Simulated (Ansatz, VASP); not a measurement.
**ZnSe: VASP beside Ansatz**

```
CELL_PARAMETERS angstrom
3.92270 0.00000 0.00000
0.00000 3.92270 0.00000
0.00000 0.00000 4.62540
ATOMIC_POSITIONS crystal
Zn 0.00000 0.00000 0.00000
Zn 0.50000 0.50000 0.00000
Se 0.00000 0.50000 0.27970
Se 0.50000 0.00000 0.72030
```

Alike in both runs: task single point; functional LDA; k mesh 8 × 8 × 6; occupations gaussian, width 0.05 eV; no spin polarisation.

```csv
,VASP,Ansatz
version,VASP 6.6.1,Ansatz 0.2.0
potentials or method,"VASP PAW LDA potentials, release 64 (Zn, Se), cutoff 520 eV","scalar-relativistic, plane waves, PAW"
valence electrons in the cell,36,56
```

|  | VASP | Ansatz | Ansatz less VASP |
| --- | --- | --- | --- |
| gap on the k mesh at the Fermi level (eV) | 0.92 | 0.93 | +0.003 |
| least direct gap on the mesh (eV) | 0.92 | 0.93 | +0.003 |
| pressure (GPa) | 16.2 | 15.4 | -0.80 |
| traceless stress, the component that is largest in VASP (GPa) | 0.25 | 0.37 | +0.126 |
| rms of the force components (eV/Å) | 0.927 | 0.887 | -0.0404 |

Ansatz warns that its potentials were made for another functional, while VASP's fit it. LDA's correlation is that of Perdew and Zunger in VASP and of Perdew and Wang (1992) in Ansatz. Atom by atom the forces differ by 0.040 eV/Å (rms over components). VASP's potentials hold 36 valence electrons a cell and Ansatz's 56, so a difference there can come from the potentials and not from the codes.
